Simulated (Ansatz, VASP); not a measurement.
**One calculation of Cd, two programs**

```
Cd
1.0
     2.97887    0.00000    0.00000
    -1.48944    2.57978    0.00000
     0.00000    0.00000    5.61765
Cd
2
Cartesian
  1.4894 0.8599 4.2132
  0.0000 1.7199 1.4044
```

Alike in both runs: functional PBE; k mesh 10 × 10 × 5; occupations fermi-dirac, width 0.1 eV; non-collinear spin, spin-orbit coupling.

```csv
,VASP,Ansatz
version,VASP 6.6.1,Ansatz 0.2.0
potentials or method,"VASP PAW PBE potentials, release 64 (Cd)",Ansatz PAW
plane-wave cutoff (eV),520,420
valence electrons in the cell,24,40
task,single point,electrostatic potential
```

```tsv
	VASP	Ansatz	Ansatz less VASP
pressure (GPa)	3.1	2.7	-0.39
traceless stress, the component that is largest in VASP (GPa)	-1.20	-1.04	+0.161
net moment per atom (μB)	0.00	0.00	0.000
```

VASP's potentials hold 24 valence electrons a cell and Ansatz's 40, so a difference there can come from the potentials and not from the codes.
